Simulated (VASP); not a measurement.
# Al2O3 (P-6m2) in VASP: a series of runs, part 2 of 2

VASP 6.6.1. Earlier steps stand in the parts before.

**3. Single point, PBE+D3(BJ) (atoms shifted along a free coordinate)**

INCAR

```
SYSTEM = Al2O3
PREC = Accurate
ENCUT = 520
EDIFF = 1E-6
ISMEAR = 0
SIGMA = 0.05
LREAL = .FALSE.
LASPH = .TRUE.
NELM = 80
ALGO = Normal
ISIF = 2
LWAVE = .FALSE.
LCHARG = .TRUE.
GGA = PE
IVDW = 12
LELF = .TRUE.
LVHAR = .TRUE.
NBANDS = 20
```

KPOINTS

```
regular mesh
0
G
  9 9 4
  0 0 0
```

POSCAR

```
Al2O3
1.0
    2.9172793866      0.0000000000      0.0000000000
   -1.4586396933      2.5264380587      0.0000000000
    0.0000000000      0.0000000000      7.4236882398
Al O
2 3
Direct
    0.0000000000      0.0000000000      0.1907358529
    0.0000000000      0.0000000000      0.8092641471
    0.3333333333      0.6666666667      0.2635340166
    0.6666666667      0.3333333333      0.0000000000
    0.3333333333      0.6666666667      0.7364659834
```

Potentials or basis: VASP PAW PBE potentials, release 64 (Al, O).

The run is started by

```bash
$ cat potpaw_PBE.64/Al/POTCAR potpaw_PBE.64/O/POTCAR > POTCAR
$ mpirun -np 1 vasp_std > vasp.out
```

OUTCAR:

```text
SYSTEM = Al2O3
   PREC = Accurate
   ENCUT = 520
   EDIFF = 1E-6
   ISMEAR = 0
   LREAL = .FALSE.
   LASPH = .TRUE.
   NELM = 80
   ISIF = 2
   GGA = PE
   IVDW = 12
 IVDW          = 12

 ion  position               nearest neighbor table
   1  0.000  0.000  0.191-   3 1.77   3 1.77   3 1.77   4 2.20   4 2.20   4 2.20   2 2.83
   2  0.000  0.000  0.809-   5 1.77   5 1.77   5 1.77   4 2.20   4 2.20   4 2.20   1 2.83
   3  0.333  0.667  0.264-   1 1.77   1 1.77   1 1.77
   4  0.667  0.333  0.000-   1 2.20   2 2.20   1 2.20   2 2.20   1 2.20   2 2.20
   5  0.333  0.667  0.736-   2 1.77   2 1.77   2 1.77

  LATTYP: Found a hexagonal cell.
 ALAT       =     2.9172793866
 C/A-ratio  =     2.5447299542

  Lattice vectors:

 A1 = (   2.9172793866,   0.0000000000,   0.0000000000)
 A2 = (  -1.4586396933,   2.5264380587,   0.0000000000)
 A3 = (   0.0000000000,   0.0000000000,   7.4236882398)

Analysis of symmetry for initial positions (statically):
=====================================================================
 Subroutine PRICEL returns:
 Original cell was already a primitive cell.
[... 178 lines left out ...]

 val. band max:        3.5497352767   @ k =   0.1111   0.1111   0.0000
 cond. band min:       7.9458190674   @ k =   0.0000   0.0000   0.0000
 fundamental gap:      4.3960837907
 Fermi energy:         3.8354547707

 k-point     1 :       0.0000    0.0000    0.0000
  band No.  band energies     occupation
      1     -15.4677      2.00000
      2     -14.8244      2.00000
      3     -12.7672      2.00000
      4      -1.1137      2.00000
      5       0.6929      2.00000
      6       1.1453      2.00000
[... 541 lines left out ...]
     19      16.7182      0.00000
     20      16.9693      0.00000

 [... further k-points ...]

------------------------ aborting loop because EDIFF is reached ----------------------------------------

 Edisp (eV)   -0.92606

 E8    (eV) :    -0.3500

  FORCE on cell =-STRESS in cart. coord.  units (eV):
  Direction    XX          YY          ZZ          XY          YZ          ZX
  --------------------------------------------------------------------------------------
  -------------------------------------------------------------------------------------
  Total       0.11905     0.11905     1.22856     0.00000    -0.00000     0.00000
  in kB       3.48606     3.48606    35.97501     0.00000    -0.00000     0.00000
  external pressure =       14.32 kB  Pullay stress =        0.00 kB

 VOLUME and BASIS-vectors are now :
 -----------------------------------------------------------------------------
  energy-cutoff  :      520.00
  volume of cell :       54.72
      direct lattice vectors                 reciprocal lattice vectors
     2.917279387  0.000000000  0.000000000     0.342785132  0.197907088  0.000000000
    -1.458639693  2.526438059  0.000000000     0.000000000  0.395814177  0.000000000
     0.000000000  0.000000000  7.423688240     0.000000000  0.000000000  0.134703933

 POSITION                                       TOTAL-FORCE (eV/Angst)
 -----------------------------------------------------------------------------------
      0.00000      0.00000      1.41596         0.000000     -0.000000     -2.093824
      0.00000      0.00000      6.00772         0.000000     -0.000000      2.093824
     -0.00000      1.68429      1.95639        -0.000000      0.000000      1.940873
      1.45864      0.84215      0.00000         0.000000      0.000000      0.000000
     -0.00000      1.68429      5.46729        -0.000000      0.000000     -1.940873
 -----------------------------------------------------------------------------------
    total drift:                                0.000000     -0.000000      0.000000

  FREE ENERGIE OF THE ION-ELECTRON SYSTEM (eV)
  ---------------------------------------------------
  free  energy   TOTEN  =       -37.0365957375 eV

  energy  without entropy=      -37.0365957375  energy(sigma->0) =      -37.03659574
```

It took 55 s on 1 thread of Intel Xeon 8259CL, shared host; peak memory 0.2 GiB.

What came out:

```yaml
Free_energy: -37.0366 eV
Pressure: 1.4 GPa
Largest_force: 2.094 eV/Å
Band_gap_on_the_k_mesh: 4.40 eV (least direct gap 4.62 eV)
Dispersion_energy_per_atom: -0.185 eV
```

Forces on the atoms (eV/Å):
```
Al   0.000  0.000 -2.094
Al   0.000  0.000  2.094
O    0.000  0.000  1.941
O    0.000  0.000  0.000
O    0.000  0.000 -1.941
```

Stress tensor (GPa, compression positive):
```
0.35 0.00 0.00
0.00 0.35 0.00
0.00 0.00 3.60
```

Caveat: the cell differs from its parent crystal (atoms shifted along a free coordinate); an odd mesh through Γ misses points on the zone boundary, where band edges can lie; forces of over 1 eV/Å act on the atoms, so gaps and moduli don't describe the material at rest.

**4. Single point, PBE+D3(BJ) (atoms shifted along a free coordinate)**

INCAR

```
SYSTEM = Al2O3
  PREC = Accurate
  ENCUT = 520
  EDIFF = 1E-6
  ISMEAR = 0
  SIGMA = 0.05
  LREAL = .False.
  LASPH = .True.
  NELM = 60
  ALGO = Normal
  ISIF = 2
  LWAVE = .False.
  LCHARG = .False.
  GGA = PE
  IVDW = 12
  NBANDS = 20
```

KPOINTS

```
Automatic mesh
0
Gamma
  9 9 4
  0 0 0
```

Changes to POSCAR since step 3:

```diff
@@ -10,4 +10,4 @@
     0.0000000000      0.0000000000      0.8092641471
-    0.3333333333      0.6666666667      0.2635340166
+    0.3333333333      0.6666666667      0.2909453217
     0.6666666667      0.3333333333      0.0000000000
-    0.3333333333      0.6666666667      0.7364659834
+    0.3333333333      0.6666666667      0.7090546783
```

The run is started by

```bash
$ cat potpaw_PBE.64/Al/POTCAR potpaw_PBE.64/O/POTCAR > POTCAR
$ mpirun -np 1 vasp_std > vasp.out
```

Wall time 64 s (1 thread of Intel Xeon 8259CL, shared host); peak memory 0.2 GiB.

Results (log left out):

- Free energy: -37.1390 eV
- Pressure: -11.6 GPa
- Largest force: 1.416 eV/Å
- Band gap on the k mesh: 3.88 eV (least direct gap 3.95 eV)
- Dispersion energy per atom: -0.184 eV

Forces in eV/Å, atoms in the order of the input:
```
Al   0.000  0.000  0.952
Al   0.000  0.000 -0.952
O    0.000  0.000 -1.416
O    0.000  0.000  0.000
O    0.000  0.000  1.416
```

Stress tensor (GPa, compression positive):
```
-12.46   0.00   0.00
  0.00 -12.46   0.00
  0.00   0.00  -9.92
```

Levels at points of the mesh, in eV from the valence-band top:
```tsv
k point	band 8	band 9	band 10	band 11	band 12	band 13	band 14	band 15	band 16	band 17
(0.00, 0.00, 0.00)	-1.12	-1.12	-0.82	-0.82	-0.07	3.88	7.19	7.69	11.85	12.67
(0.00, 0.00, 0.50)	-1.15	-1.15	-0.80	-0.80	-0.80	4.34	6.75	7.75	11.84	13.40
```

Caveat: the cell differs from its parent crystal (atoms shifted along a free coordinate); the cell stands under tension; an odd mesh through Γ misses points on the zone boundary, where band edges can lie; forces of over 1 eV/Å act on the atoms, so gaps and moduli don't describe the material at rest.

**5. Overview**

```csv
cell,gap on the mesh (eV),pressure (GPa),largest force (eV/Å)
"as given, atomic positions A",3.34,-16.6,2.98
"as given, atomic positions B",4.40,1.4,2.09
"as given, atomic positions C",3.88,-11.6,1.42
```

Alike in all rows: task single point; level PBE+D3(BJ); potentials or basis VASP PAW PBE potentials, release 64 (Al, O); no spin polarisation; k mesh 9 × 9 × 4; cutoff (eV) 520; smearing gaussian 0.05 eV.

Caveats: an odd mesh through Γ misses points on the zone boundary, where band edges can lie; forces of over 1 eV/Å act on the atoms, so gaps and moduli don't describe the material at rest; the cell stands under tension (at least some runs).

Absolute energies hang on the potentials; compare differences alone.
